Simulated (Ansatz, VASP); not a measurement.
**Two plane-wave programs on ZrN**

```xyz
2
Lattice="0.0000 2.3102 2.3102 2.3102 0.0000 2.3102 2.3102 2.3102 0.0000" Properties=species:S:1:pos:R:3 pbc="T T T"
Zr    2.3102    2.3102    2.3102
N     0.0000    0.0000    0.0000
```

Alike in both runs: task single point; functional PBE; dispersion D3(BJ); k mesh 8 × 8 × 8; occupations gaussian, width 0.05 eV; no spin polarisation.

|  | VASP | Ansatz |
| --- | --- | --- |
| version | VASP 6.6.1 | Ansatz 0.2.0 |
| potentials or method | VASP PAW PBE potentials, release 64 (Zr_sv, N), cutoff 600 eV | scalar-relativistic, plane waves, PAW |
| valence electrons in the cell | 17 | 17 |

```tsv
	VASP	Ansatz	Ansatz less VASP
gap on the k mesh at the Fermi level (eV)	none	none	-
pressure (GPa)	-9.3	-9.5	-0.14
```

A gap of «none» marks a metal or a gap that the smearing closes.
